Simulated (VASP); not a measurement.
# CuAu (P4/mmm) in VASP: notebook, part 2 of 2

VASP 6.6.1. The steps go on from the part before.

## 4. Single point, LDA

This run uses another cell than the first one, of 14.56 Å³/atom, 1.042 times its volume.

INCAR

```
PREC = Accurate
ENCUT = 520
EDIFF = 1E-6
ISMEAR = -1
SIGMA = 0.05
LREAL = F
LASPH = T
NELM = 80
ALGO = Normal
ISIF = 2
LWAVE = F
LCHARG = F
NBANDS = 18
```

KPOINTS

```
Automatic mesh
0
Gamma
  9 9 7
```

POSCAR

```
CuAu
1.0
    2.8107494552      0.0000000000      0.0000000000
    0.0000000000      2.8107494552      0.0000000000
    0.0000000000      0.0000000000      3.6850000000
Au Cu
1 1
Direct
    0.0000000000      0.0000000000      0.0000000000
    0.5000000000      0.5000000000      0.5000000000
```

Potentials or basis: VASP PAW LDA potentials, release 64 (Au, Cu).

Run with:

```sh
> cat potpaw_LDA.64/Au/POTCAR potpaw_LDA.64/Cu/POTCAR > POTCAR
> mpirun -np 1 vasp_std > vasp.out
```

OUTCAR:

```text
PREC = Accurate
   ENCUT = 520
   EDIFF = 1E-6
   ISMEAR = -1
   LREAL = F
   LASPH = T
   NELM = 80
   ISIF = 2

 ion  position               nearest neighbor table
   1  0.000  0.000  0.000-   2 2.71   2 2.71   2 2.71   2 2.71   2 2.71   2 2.71   2 2.71   2 2.71

   2  0.500  0.500  0.500-   1 2.71   1 2.71   1 2.71   1 2.71   1 2.71   1 2.71   1 2.71   1 2.71

  LATTYP: Found a simple tetragonal cell.
 ALAT       =     2.8107494552
 C/A-ratio  =     1.3110382333

  Lattice vectors:

 A1 = (   2.8107494552,   0.0000000000,   0.0000000000)
 A2 = (   0.0000000000,   2.8107494552,   0.0000000000)
 A3 = (   0.0000000000,   0.0000000000,   3.6850000000)

Analysis of symmetry for initial positions (statically):
=====================================================================
 Subroutine PRICEL returns:
 Original cell was already a primitive cell.

 Routine SETGRP: Setting up the symmetry group for a
 simple tetragonal supercell.

 Subroutine GETGRP returns: Found 16 space group operations
 (whereof 16 operations were pure point group operations)
 out of a pool of 16 trial point group operations.

The static configuration has the point symmetry D_4h.

Analysis of symmetry for dynamics (positions and initial velocities):
=====================================================================
 Subroutine PRICEL returns:
 Original cell was already a primitive cell.

 Routine SETGRP: Setting up the symmetry group for a
 simple tetragonal supercell.

 Subroutine GETGRP returns: Found 16 space group operations
 (whereof 16 operations were pure point group operations)
 out of a pool of 16 trial point group operations.

The dynamic configuration has the point symmetry D_4h.

[... 104 lines left out ...]
   ISIF   =      2    stress and relaxation
   ISYM   =      2    0-nonsym 1-usesym 2-fastsym
   POTIM  = 0.5000    time-step for ionic-motion
   TEBEG  =    0.0;   TEEND  =   0.0 temperature during run
   PSTRESS=    0.0 pullay stress
   NELECT =      22.0000    total number of electrons
   NUPDOWN=      -1.0000    fix difference up-down
   EMIN   =  10.00;   EMAX   =-10.00  energy-range for DOS
   EFERMI =   0.00;   METHOD = LEGACY
   ISMEAR =    -1;   SIGMA  =   0.05  broadening in eV -4-tet -1-fermi 0-gaus
   EFERMI_NEDOS =   21; number of points for ismear=-14 and -15
   IALGO  =     38    algorithm
   IMIX   =      4    mixing-type and parameters
     AMIX     =   0.40;   BMIX     =  1.00
     AMIX_MAG =   1.60;   BMIX_MAG =  1.00
  volume/ion in A,a.u.               =      14.56        98.23
  Fermi-wavevector in a.u.,A,eV,Ry     =   1.491152  2.817868 30.253005  2.223533
  Thomas-Fermi vector in A             =   2.603843
   LORBIT       =      0    0 simple, 1 ext, 2 COOP (PROOUT), +10 PAW based schemes
   GGA     = CA    functional components
   LHFCALC =     F    Hartree Fock is set to
   AEXX    =    0.0000 exact exchange contribution
   IVDW    =     0    specifies the selected vdW correction
   LEPSILON=     F    determine dielectric tensor
   LRPA    =     F    only Hartree local field effects (RPA)
 non-spin polarized calculation
  energy-cutoff  :      520.00
  volume of cell :       29.11
 maximum number of plane-waves:       797
 NGX is ok and might be reduce to    24
   NGX = 11   NGY = 11   NGZ = 13

 number of electron      22.0000010 magnetization

 Free energy of the ion-electron system (eV)
  ---------------------------------------------------
  ext. energy  EPLUGINS =         0.00000000
  ---------------------------------------------------
  free energy    TOTEN  =        -9.24114829 eV

  energy without entropy =       -9.23731802  energy(sigma->0) =       -9.23923315

 E-fermi :   8.4674     XC(G=0): -12.9729

 val. band max:        8.4019762394   @ k =   0.1111   0.1111   0.2857
 cond. band min:       8.4918302306   @ k =   0.3333   0.1111   0.4286
 fundamental gap:      0.0898539912
 Fermi energy:         8.4673919791

 k-point     1 :       0.0000    0.0000    0.0000
  band No.  band energies     occupation
      1      -1.2826      2.00000
      2       1.8908      2.00000
      3       2.0599      2.00000
      4       4.4363      2.00000
      5       4.4363      2.00000
      6       5.5146      2.00000
[... 481 lines left out ...]
      5       4.4483      2.00000
      6       5.0214      2.00000
[... 10 lines left out ...]
     17      23.4357      0.00000
     18      24.2591      0.00000

 [... further k-points ...]
[... 5 lines left out ...]
  --------------------------------------------------------------------------------------
  -------------------------------------------------------------------------------------
  Total       -1.5501300     -1.5501300     -1.6064002      0.0000000     -0.0000000      0.0000000
  in kB      -85.3094101    -85.3094101    -88.4061660      0.0000000     -0.0000000      0.0000000
  external PRESSURE =     -86.3416621 kB  Pullay stress =       0.0000000 kB

 VOLUME and BASIS-vectors are now :
 -----------------------------------------------------------------------------
  energy-cutoff  :      520.00
  volume of cell :       29.11
      direct lattice vectors                 reciprocal lattice vectors
     2.810749455  0.000000000  0.000000000     0.355776997  0.000000000  0.000000000
     0.000000000  2.810749455  0.000000000     0.000000000  0.355776997  0.000000000
     0.000000000  0.000000000  3.685000000     0.000000000  0.000000000  0.271370421

 POSITION                                       TOTAL-FORCE (eV/Angst)
 -----------------------------------------------------------------------------------
      0.00000      0.00000      0.00000         0.000000      0.000000      0.000000
      1.40537      1.40537      1.84250         0.000000      0.000000      0.000000
 -----------------------------------------------------------------------------------
    total drift:                                0.000000      0.000000     -0.000000

  FREE ENERGIE OF THE ION-ELECTRON SYSTEM (eV)
  ---------------------------------------------------
  free  energy   TOTEN  =        -9.2411482869 eV

  energy  without entropy=       -9.2373180228  energy(sigma->0) =       -9.23923315
```

stdout:

```text
POSCAR found type information on POSCAR AuCu
 POSCAR found :  2 types and       2 ions
 scaLAPACK will be used
 LDA part: xc-table for (Slater(with rela. corr.)+CA(PZ))
 , standard interpolation
 POSCAR, INCAR and KPOINTS ok, starting setup
 FFT: planning ... GRIDC
 FFT: planning ... GRID_SOFT
 FFT: planning ... GRID
 WAVECAR not read
 entering main loop
```

Run time: 32 s. Hardware: 1 thread of Intel Xeon Platinum 8259CL at 2.50GHz (Skylake/Cascade Lake), shared host; peak memory 0.15 GiB.

What came out:

```yaml
Free_energy: -9.2411 eV
Pressure: -8.6 GPa
Band_gap_on_the_k_mesh: zero (band 11 reaches 11.95 eV, above the bottom of band 12 at 6.51 eV)
```

Caveat: spin-orbit coupling is left out, which moves the levels of the heavy elements.

## 5. The runs side by side

| cell | gap on the mesh (eV) | pressure (GPa) |
| --- | --- | --- |
| a = 2.773, b = 2.773, c = 3.635 Å, 2 atoms | none | -2.0 |
| a = 2.792, b = 2.792, c = 3.660 Å, 2 atoms | none | -6.0 |
| a = 2.811, b = 2.811, c = 3.685 Å, 2 atoms | none | -8.6 |

Alike in all rows: task single point; level LDA; potentials or basis VASP PAW LDA potentials, release 64 (Au, Cu); no spin polarisation; k mesh 9 × 9 × 7; cutoff (eV) 520; smearing fermi-dirac 0.05 eV.

Caveats: spin-orbit coupling is left out, which moves the levels of the heavy elements.

Absolute energies hang on the potentials; compare differences alone.
